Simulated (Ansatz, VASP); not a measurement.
# CaO in VASP and in Ansatz

POSCAR

```
CaO
1.0
    0.0000000000      2.4035556960      2.4035556960
    2.4035556960      0.0000000000      2.4035556960
    2.4035556960      2.4035556960      0.0000000000
Ca O
1 1
Direct
    0.0000000000      0.0000000000      0.0000000000
    0.5000000000      0.5000000000      0.5000000000
```

Contents of INCAR.step1:

```
PREC = Accurate
ENCUT = 1100
EDIFF = 1E-5
ISMEAR = -1
SIGMA = 0.05
LREAL = False
LASPH = True
NELM = 120
ALGO = Normal
ISIF = 2
LWAVE = True
LCHARG = False
NBANDS = 15
GGA = PE
GGA_COMPAT = False
```

The input INCAR.step2:

```
PREC = Accurate
ENCUT = 1100
EDIFF = 1E-6
ISMEAR = -1
SIGMA = 0.05
LREAL = False
LASPH = True
NELM = 120
ALGO = Normal
ISIF = 2
LWAVE = False
LCHARG = False
METAGGA = R2SCAN
LHFCALC = True
AEXX = 0.25
LMIXTAU = True
PRECFOCK = Normal
NBANDS = 15
ISTART = 1
GGA_COMPAT = False
```

KPOINTS

```
Automatic mesh
0
Gamma
  5 5 5
```

input.yaml

```yaml
crystal:
  lattice:
    - [0.0, 2.403555696, 2.403555696]
    - [2.403555696, 0.0, 2.403555696]
    - [2.403555696, 2.403555696, 0.0]
  atoms:
    - { symbol: Ca, position: [0.0, 0.0, 0.0] }
    - { symbol: O, position: [0.5, 0.5, 0.5] }
hamiltonian:
  xc: r2scan0
  pseudopotentials: { kind: paw }
kpoints:
  mp_grid: { grid: [5, 5, 5] }
  band_path:
    path:
      - [[0.0, 0.0, 0.0], [0.5, 0.0, 0.5], [0.5, 0.25, 0.75], [0.375, 0.375, 0.75], [0.0, 0.0, 0.0], [0.5, 0.5, 0.5], [0.625, 0.25, 0.625], [0.5, 0.25, 0.75], [0.5, 0.5, 0.5], [0.375, 0.375, 0.75]]
      - [[0.625, 0.25, 0.625], [0.5, 0.0, 0.5]]
    npoints: 4
scf:
  occupations: { method: fermi_dirac, width: 0.05 }
  n_extra_bands: 6
output:
  forces: true
  stress: true
  eigenvalues: true
  fatbands: false
  write_density: true
  write_potential: true
  elf: true
  volumetric_format: npy
```

Alike in both runs: functional r2SCAN0; k mesh 5 × 5 × 5; occupations fermi-dirac, width 0.05 eV; no spin polarisation.

|  | VASP | Ansatz |
| --- | --- | --- |
| version | VASP 6.6.1 | Ansatz 0.2.0 |
| potentials or method | VASP PAW PBE potentials, release 64 (Ca_sv, O_h) | Ansatz PAW |
| plane-wave cutoff (eV) | 1100 | 500 |
| valence electrons in the cell | 16 | 16 |
| task | single point | band structure |

|  | VASP | Ansatz | Ansatz less VASP |
| --- | --- | --- | --- |
| gap on the k mesh at the Fermi level (eV) | 6.64 | 6.63 | -0.009 |
| least direct gap on the mesh (eV) | 7.06 | 7.05 | -0.004 |

VASP's potentials were made for PBE, not for r2SCAN0. With one functional, cell and mesh, what is left measures potentials, basis and numerics.

The k mesh is coarse, so the values compare programs but aren't converged. Noted on Ansatz's run: the k mesh misses the band edges, so the gap on the mesh is wider than the one along the path.
